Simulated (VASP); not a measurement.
**Mo: relaxation of cell and atoms with PBEsol**

Crystal: Mo.

```xyz
1
Lattice="-1.5800 1.5800 1.5800 1.5800 -1.5800 1.5800 1.5800 1.5800 -1.5800" Properties=species:S:1:pos:R:3 pbc="T T T"
Mo    0.0000    0.0000    0.0000
```

```json
{"Program": "VASP 6.6.1", "Task": "relaxation of cell and atoms", "Functional": "PBEsol", "Potentials or basis": "VASP PAW PBE potentials, release 64 (Mo_sv)", "Cutoff": "600 eV", "k mesh": "16 × 16 × 16", "Occupations": "gaussian, width 0.3 eV", "Spin": "no spin polarisation", "Dipole correction": "no", "Further INCAR settings": "ALGO = Fast; EDIFF = 1e-06; IBRION = 2; EDIFFG = -0.005; NSW = 80; ISIF = 3"}
```

* Relaxed volume: 15.35 Å³/atom
* Relaxed cell: a = 2.712 Å, b = 2.712 Å, c = 2.712 Å, α = 109.47°, β = 109.47°, γ = 109.47°
* Space group after relaxing (to 0.05 Å): Im-3m (No. 229)
* Energy gained by relaxing: 10.0 meV/atom
* Ionic steps: 4
* Pressure after relaxing: 0.0 GPa
* Band gap on the k mesh: zero (band 7 reaches 16.88 eV, above the bottom of band 8 at 11.36 eV)

The path:
| step | energy change (eV) | largest force (eV/Å) | pressure (GPa) | volume (Å³) |
| --- | --- | --- | --- | --- |
| 1 | 0.0000 | 0.0000 | -7.24 | 15.78 |
| 2 | 0.0749 | 0.0000 | 25.69 | 14.21 |
| 3 | -0.0100 | 0.0000 | -0.20 | 15.36 |
| 4 | -0.0100 | 0.0000 | 0.02 | 15.35 |

Final structure:
```xyz
1
Lattice="-1.5655 1.5655 1.5655 1.5655 -1.5655 1.5655 1.5655 1.5655 -1.5655" Properties=species:S:1:pos:R:3 pbc="T T T"
Mo    0.0000    0.0000    0.0000
```

Levels at points of the mesh, in eV from the Fermi level:
```csv
k point,band 3,band 4,band 5,band 6,band 7,band 8,band 9,band 10,band 11
"(0.00, 0.00, 0.00)",-34.42,-34.42,-7.33,-1.39,-1.39,-1.39,1.69,1.69,14.85
"(0.50, 0.00, 0.00)",-34.90,-34.44,-5.45,-3.49,1.69,1.74,2.39,4.93,11.98
"(0.50, 0.50, 0.50)",-35.45,-35.45,-5.60,-5.60,4.13,4.13,4.13,9.18,9.18
```

Wall time 36 s on 1 thread of Intel(R) Xeon(R) Platinum 8488C (Sapphire Rapids), on a shared host, peak memory 0.16 GiB.

Caveat: the PAW data sets were made with another functional, which shifts forces and pressure a little.
